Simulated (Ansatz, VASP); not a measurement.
# One calculation of Re, two programs

```
CELL_PARAMETERS angstrom
-1.54270 1.54270 1.54270
1.54270 -1.54270 1.54270
1.54270 1.54270 -1.54270
ATOMIC_POSITIONS crystal
Re 0.00000 0.00000 0.00000
```

Alike in both runs: task single point; functional PBEsol; k mesh 6 × 6 × 6; occupations gaussian, width 0.1 eV; no spin polarisation.

|  | VASP | Ansatz |
| --- | --- | --- |
| version | VASP 6.6.1 | Ansatz 0.2.0 |
| potentials or method | VASP PAW PBE potentials, release 64 (Re), cutoff 600 eV | scalar-relativistic, plane waves, PAW |
| valence electrons in the cell | 7 | 15 |

```tsv
	VASP	Ansatz	Ansatz less VASP
gap on the k mesh at the Fermi level (eV)	none	none	-
pressure (GPa)	1.0	1.0	-0.02
```

VASP's potentials were made for PBE, not for PBEsol, and Ansatz warns of the same on its side. A gap of «none» marks a metal or a gap that the smearing closes. VASP's potentials hold 7 valence electrons a cell and Ansatz's 15, so a difference there can come from the potentials and not from the codes.

The k mesh is coarse, so the values compare programs but aren't converged. Neither program's run includes spin-orbit coupling.
